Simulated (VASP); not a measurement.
# Al (Fm-3m) in VASP: notebook

The runs below take Al through single point, relaxation of volume and atoms at fixed shape, with PBE+D3(BJ).

All numbers are computed with VASP 6.6.1; they aren't measurements. Logs are shortened: lines on timing, memory, paths and dates and some standing lists are left out, and cuts for length are marked.

### Step 1. The cell of the first run

It takes space group Fm-3m (No. 225, cubic). Conventional cell: a = 3.988 Å, b = 3.988 Å, c = 3.988 Å, α = 90.00°, β = 90.00°, γ = 90.00°. Within 3.7 Å of Al (site symmetry m-3m) lie 12 Al at 2.82 Å.

### Step 2. Single point, PBE+D3(BJ)

Contents of INCAR:

```
SYSTEM = Al
ALGO = Normal
EDIFF = 1E-6
ENCUT = 520
GGA = PE
ISIF = 2
ISMEAR = -1
IVDW = 12
LASPH = .True.
LCHARG = .False.
LREAL = .False.
LWAVE = .False.
NBANDS = 8
NELM = 80
PREC = Accurate
SIGMA = 0.15
```

Contents of KPOINTS:

```
k-points
0
Gamma
  6 6 6
  0 0 0
```

Contents of POSCAR:

```
Al
1.0
    0.0000000000      1.9942282540      1.9942282540
    1.9942282540      0.0000000000      1.9942282540
    1.9942282540      1.9942282540      0.0000000000
Al
1
Direct
    0.0000000000      0.0000000000      0.0000000000
```

Potentials or basis: VASP PAW PBE potentials, release 64 (Al).

Started as:

```sh
cat potpaw_PBE.64/Al/POTCAR > POTCAR
mpirun -np 1 vasp_std > vasp.out
```

OUTCAR:

```text
SYSTEM = Al
   EDIFF = 1E-6
   ENCUT = 520
   GGA = PE
   ISIF = 2
   ISMEAR = -1
   IVDW = 12
   LASPH = .True.
   LREAL = .False.
   NELM = 80
   PREC = Accurate
 IVDW          = 12

 ion  position               nearest neighbor table
   1  0.000  0.000  0.000-

  LATTYP: Found a face centered cubic cell.
 ALAT       =     3.9884565080

  Lattice vectors:

 A1 = (   0.0000000000,   1.9942282540,   1.9942282540)
 A2 = (   1.9942282540,   0.0000000000,   1.9942282540)
 A3 = (   1.9942282540,   1.9942282540,   0.0000000000)

Analysis of symmetry for initial positions (statically):
=====================================================================
 Subroutine PRICEL returns:
 Original cell was already a primitive cell.

 Routine SETGRP: Setting up the symmetry group for a
 face centered cubic supercell.

 Subroutine GETGRP returns: Found 48 space group operations
 (whereof 48 operations were pure point group operations)
 out of a pool of 48 trial point group operations.

The static configuration has the point symmetry O_h .

Analysis of symmetry for dynamics (positions and initial velocities):
=====================================================================
 Subroutine PRICEL returns:
 Original cell was already a primitive cell.

 Routine SETGRP: Setting up the symmetry group for a
 face centered cubic supercell.

 Subroutine GETGRP returns: Found 48 space group operations
 (whereof 48 operations were pure point group operations)
 out of a pool of 48 trial point group operations.

The dynamic configuration has the point symmetry O_h .

 Subroutine INISYM returns: Found 48 space group operations
 (whereof 48 operations are pure point group operations),
 and found     1 'primitive' translations

----------------------------------------------------------------------------------------

                                     Primitive cell

  volume of cell :      15.8619

  direct lattice vectors                    reciprocal lattice vectors
     0.000000000  1.994228254  1.994228254    -0.250723556  0.250723556  0.250723556
     1.994228254  0.000000000  1.994228254     0.250723556 -0.250723556  0.250723556
     1.994228254  1.994228254  0.000000000     0.250723556  0.250723556 -0.250723556

  length of vectors
     2.820264643  2.820264643  2.820264643     0.434265938  0.434265938  0.434265938

  position of ions in fractional coordinates (direct lattice)
     0.000000000  0.000000000  0.000000000

  ion indices of the primitive-cell ions
   primitive index   ion index
                 1           1

----------------------------------------------------------------------------------------

 KPOINTS: k-points

Automatic generation of k-mesh.
 Grid dimensions read from file:
 generate k-points for:    6    6    6

 Generating k-lattice:

  Cartesian coordinates                     Fractional coordinates (reciprocal lattice)
    -0.041787259  0.041787259  0.041787259     0.166666667  0.000000000  0.000000000
     0.041787259 -0.041787259  0.041787259     0.000000000  0.166666667  0.000000000
     0.041787259  0.041787259 -0.041787259     0.000000000  0.000000000  0.166666667

  Length of vectors
     0.072377656  0.072377656  0.072377656

  Shift w.r.t. Gamma in fractional coordinates (k-lattice)
     0.000000000  0.000000000  0.000000000

 Subroutine IBZKPT returns following result:
 ===========================================

 Found     16 irreducible k-points:

 Following reciprocal coordinates:
            Coordinates               Weight
  0.000000  0.000000  0.000000      1.000000
  0.166667  0.000000  0.000000      8.000000
  0.333333  0.000000  0.000000      8.000000
  0.500000  0.000000  0.000000      4.000000
  0.166667  0.166667  0.000000      6.000000
  0.333333  0.166667  0.000000     24.000000
[... 8 lines left out ...]
 -0.333333  0.333333  0.166667     24.000000
 -0.333333  0.500000  0.166667     12.000000
   k-points           NKPTS =     16   k-points in BZ     NKDIM =     16   number of bands    NBANDS=      8
   number of dos      NEDOS =    301   number of ions     NIONS =      1
   total plane-waves  NPLWV =  13824
   dimension x,y,z NGX =    24 NGY =   24 NGZ =   24
   dimension x,y,z NGXF=    48 NGYF=   48 NGZF=   48
   ions per type =               1
   NGX,Y,Z   is equivalent  to a cutoff of  14.15, 14.15, 14.15 a.u.
   NGXF,Y,Z  is equivalent  to a cutoff of  28.29, 28.29, 28.29 a.u.
 SYSTEM =  Al
   PREC   = accura    normal or accurate (medium, high low for compatibility)
   ISTART =      0    job   : 0-new  1-cont  2-samecut
   ICHARG =      2    charge: 1-file 2-atom 10-const
   ISPIN  =      1    spin polarized calculation?
   LNONCOLLINEAR =      F non collinear calculations
   LSORBIT =      F    spin-orbit coupling
   LASPH  =      T    aspherical Exc in radial PAW
   ENCUT  =  520.0 eV  38.22 Ry    6.18 a.u.   5.24  5.24  5.24*2*pi/ulx,y,z
   NELM   =     80;   NELMIN=  2; NELMDL= -5     # of ELM steps
   EDIFF  = 0.1E-05   stopping-criterion for ELM
   LREAL  =      F    real-space projection
   EDIFFG = 0.1E-04   stopping-criterion for IOM
   NSW    =      0    number of steps for IOM
   IBRION =     -1    ionic relax: 0-MD 1-quasi-New 2-CG
   NFREE  =      0    steps in history (QN), initial steepest desc. (CG)
   ISIF   =      2    stress and relaxation
   ISYM   =      2    0-nonsym 1-usesym 2-fastsym
   POTIM  = 0.5000    time-step for ionic-motion
   TEBEG  =    0.0;   TEEND  =   0.0 temperature during run
   PSTRESS=    0.0 pullay stress
   NELECT =       3.0000    total number of electrons
   NUPDOWN=      -1.0000    fix difference up-down
   EMIN   =  10.00;   EMAX   =-10.00  energy-range for DOS
   EFERMI =   0.00;   METHOD = LEGACY
   ISMEAR =    -1;   SIGMA  =   0.15  broadening in eV -4-tet -1-fermi 0-gaus
   EFERMI_NEDOS =   21; number of points for ismear=-14 and -15
   IALGO  =     38    algorithm
   IMIX   =      4    mixing-type and parameters
     AMIX     =   0.40;   BMIX     =  1.00
     AMIX_MAG =   1.60;   BMIX_MAG =  1.00
  volume/ion in A,a.u.               =      15.86       107.04
  Fermi-wavevector in a.u.,A,eV,Ry     =   0.939717  1.775808 12.014868  0.883068
  Thomas-Fermi vector in A             =   2.067057
   LORBIT       =      0    0 simple, 1 ext, 2 COOP (PROOUT), +10 PAW based schemes
   GGA     = PE    functional components
   LHFCALC =     F    Hartree Fock is set to
   AEXX    =    0.0000 exact exchange contribution
   IVDW    =    12    specifies the selected vdW correction
   LEPSILON=     F    determine dielectric tensor
   LRPA    =     F    only Hartree local field effects (RPA)
 non-spin polarized calculation
  energy-cutoff  :      520.00
  volume of cell :       15.86
 maximum number of plane-waves:       444
 NGX is ok and might be reduce to    24
   NGX = 11   NGY = 11   NGZ = 11

 number of electron       3.0000000 magnetization

 Free energy of the ion-electron system (eV)
  ---------------------------------------------------
  ext. energy  EPLUGINS =         0.00000000
  ---------------------------------------------------
  free energy    TOTEN  =        -3.81661842 eV

  energy without entropy =       -3.79705143  energy(sigma->0) =       -3.80683492

 E-fermi :   8.7044     XC(G=0): -10.3405

 val. band max:        7.7606973799   @ k =  -0.3333   0.5000   0.1667
 cond. band min:       8.8779410004   @ k =  -0.3333   0.3333   0.0000
 fundamental gap:      1.1172436205
 Fermi energy:         8.7044371296

 k-point     1 :       0.0000    0.0000    0.0000
  band No.  band energies     occupation
      1      -2.9927      2.00000
      2      21.2570      0.00000
      3      21.2570      0.00000
      4      21.2570      0.00000
      5      23.0542      0.00000
      6      23.0542      0.00000
      7      23.0542      0.00000
      8      25.1691      0.00000

 k-point     2 :       0.1667    0.0000    0.0000
  band No.  band energies     occupation
      1      -2.2195      2.00000
      2      15.2114      0.00000
      3      20.0525      0.00000
      4      20.0525      0.00000
      5      23.4000      0.00000
      6      24.9462      0.00000
      7      24.9462      0.00000
      8      26.0525      0.00000

 k-point     3 :       0.3333    0.0000    0.0000
  band No.  band energies     occupation
      1       0.0743      2.00000
      2       8.9260      0.37171
      3      19.4744      0.00000
      4      19.4744      0.00000
      5      22.1290      0.00000
      6      22.1290      0.00000
      7      23.1096      0.00000
      8      26.2015      0.00000

 k-point     4 :       0.5000    0.0000    0.0000
  band No.  band energies     occupation
      1       3.6659      2.00000
      2       3.9832      2.00000
      3      20.0619      0.00000
      4      20.0619      0.00000
      5      20.2551      0.00000
      6      20.2551      0.00000
      7      23.8031      0.00000
      8      24.2180      0.00000

 k-point     5 :       0.1667    0.1667    0.0000
  band No.  band energies     occupation
      1      -1.9627      2.00000
      2      17.6788      0.00000
      3      17.6788      0.00000
      4      17.6968      0.00000
      5      21.0850      0.00000
      6      21.2764      0.00000
      7      28.0679      0.00000
      8      28.0679      0.00000
[... 89 lines left out ...]
 k-point    14 :       0.5000    0.3333    0.1667
  band No.  band energies     occupation
      1       2.0782      2.00000
      2      10.1265      0.00015
      3      11.6955      0.00000
      4      13.9795      0.00000
      5      21.5149      0.00000
      6      23.3620      0.00000
      7      25.2566      0.00000
      8      32.0979      0.00000

 k-point    15 :      -0.3333    0.3333    0.1667
  band No.  band energies     occupation
      1       5.5660      2.00000
      2       5.9288      2.00000
      3      11.4354      0.00000
      4      12.2097      0.00000
      5      22.8404      0.00000
      6      23.2635      0.00000
      7      27.8715      0.00000
      8      29.0409      0.00000

 k-point    16 :      -0.3333    0.5000    0.1667
  band No.  band energies     occupation
      1       6.3399      2.00000
      2       7.7607      1.99630
      3       9.1773      0.08197
      4      10.9401      0.00000
      5      20.6071      0.00000
      6      22.6504      0.00000
      7      28.9384      0.00000
      8      30.0781      0.00000

------------------------ aborting loop because EDIFF is reached ----------------------------------------

 Edisp (eV)   -0.35041

 E8    (eV) :    -0.1568

  FORCE on cell =-STRESS in cart. coord.  units (eV):
  Direction    XX          YY          ZZ          XY          YZ          ZX
  --------------------------------------------------------------------------------------
  -------------------------------------------------------------------------------------
  Total      -0.00362    -0.00362    -0.00362     0.00000     0.00000     0.00000
  in kB      -0.36614    -0.36614    -0.36614     0.00000     0.00000     0.00000
  external pressure =       -0.37 kB  Pullay stress =        0.00 kB

 VOLUME and BASIS-vectors are now :
 -----------------------------------------------------------------------------
  energy-cutoff  :      520.00
  volume of cell :       15.86
      direct lattice vectors                 reciprocal lattice vectors
     0.000000000  1.994228254  1.994228254    -0.250723556  0.250723556  0.250723556
     1.994228254  0.000000000  1.994228254     0.250723556 -0.250723556  0.250723556
     1.994228254  1.994228254  0.000000000     0.250723556  0.250723556 -0.250723556

 POSITION                                       TOTAL-FORCE (eV/Angst)
 -----------------------------------------------------------------------------------
      0.00000      0.00000      0.00000        -0.000000     -0.000000     -0.000000
 -----------------------------------------------------------------------------------
    total drift:                                0.000000     -0.000000     -0.000000

  FREE ENERGIE OF THE ION-ELECTRON SYSTEM (eV)
  ---------------------------------------------------
  free  energy   TOTEN  =        -4.1670294965 eV

  energy  without entropy=       -4.1474625108  energy(sigma->0) =       -4.15724600
```

Run time: 4.4 s. Hardware: 1 thread of Intel Xeon 8259CL, shared host; peak memory 0.14 GiB.

What came out:

- Free energy: -4.1670 eV
- Pressure: 0.0 GPa
- Dispersion energy per atom: -0.350 eV

Caveat: the k points lie up to 0.45 Å⁻¹ apart; pairwise dispersion overbinds metals, which lowers pressure and volume.

### Step 3. Relaxation of volume and atoms at fixed shape, PBE+D3(BJ)

This run uses another cell than the first one, of 16.60 Å³/atom, 1.047 times its volume.

Contents of INCAR:

```
SYSTEM = Al
PREC = Accurate
ENCUT = 600
EDIFF = 1E-6
ISMEAR = -1
SIGMA = 0.15
LREAL = .FALSE.
LASPH = .TRUE.
NELM = 80
ALGO = Normal
ISIF = 8
LWAVE = .FALSE.
LCHARG = .FALSE.
GGA = PE
IVDW = 12
IBRION = 2
NSW = 80
EDIFFG = -0.1
```

Contents of KPOINTS:

```
Automatic mesh
0
G
  6 6 6
  0 0 0
```

Contents of POSCAR:

```
Al
1.0
    0.0000000000      2.0248050000      2.0248050000
    2.0248050000      0.0000000000      2.0248050000
    2.0248050000      2.0248050000      0.0000000000
Al
1
Direct
    0.0000000000      0.0000000000      0.0000000000
```

Potentials or basis: VASP PAW PBE potentials, release 64 (Al).

Started as:

```sh
cat potpaw_PBE.64/Al/POTCAR > POTCAR
mpirun -np 1 vasp_std > vasp.out
```

Wall time 5.5 s (1 thread of Intel Xeon 8259CL, shared host); peak memory 0.14 GiB.

The run converged. Its results:

| Property | Result |
| --- | --- |
| Free energy | -4.1669 eV |
| Relaxed volume | 15.73 Å³/atom |
| Relaxed cell | a = 2.812 Å, b = 2.812 Å, c = 2.812 Å, α = 60.00°, β = 60.00°, γ = 60.00° |
| Space group after relaxing (to 0.05 Å) | Fm-3m (No. 225) |
| Energy gained by relaxing | 8.4 meV/atom |
| Ionic steps | 2 |
| Pressure after relaxing | 0.7 GPa |
| Dispersion energy per atom | -0.353 eV |

The path:
| step | energy change (eV) | largest force (eV/Å) | pressure (GPa) | volume (Å³) |
| --- | --- | --- | --- | --- |
| 1 | 0.0000 | 0.0000 | -3.57 | 16.60 |
| 2 | -0.0084 | 0.0000 | 0.70 | 15.73 |

Final structure:
```
Al
1.0
     0.00000    1.98868    1.98868
     1.98868    0.00000    1.98868
     1.98868    1.98868    0.00000
Al
1
Direct
  0.00000 0.00000 0.00000
```

Levels at points of the mesh, in eV from the Fermi level:
```
           k point  band 1  band 2  band 3  band 4  band 5
(0.00, 0.00, 0.00)  -11.76   12.59   12.59   12.59   14.46
(0.50, 0.00, 0.00)   -5.08   -4.74   11.39   11.39   11.64
(0.50, 0.50, 0.00)   -3.33   -1.91    4.97    5.53    5.53
```

Caveat: the k points lie up to 0.46 Å⁻¹ apart in the final cell; pairwise dispersion overbinds metals, which lowers pressure and volume.
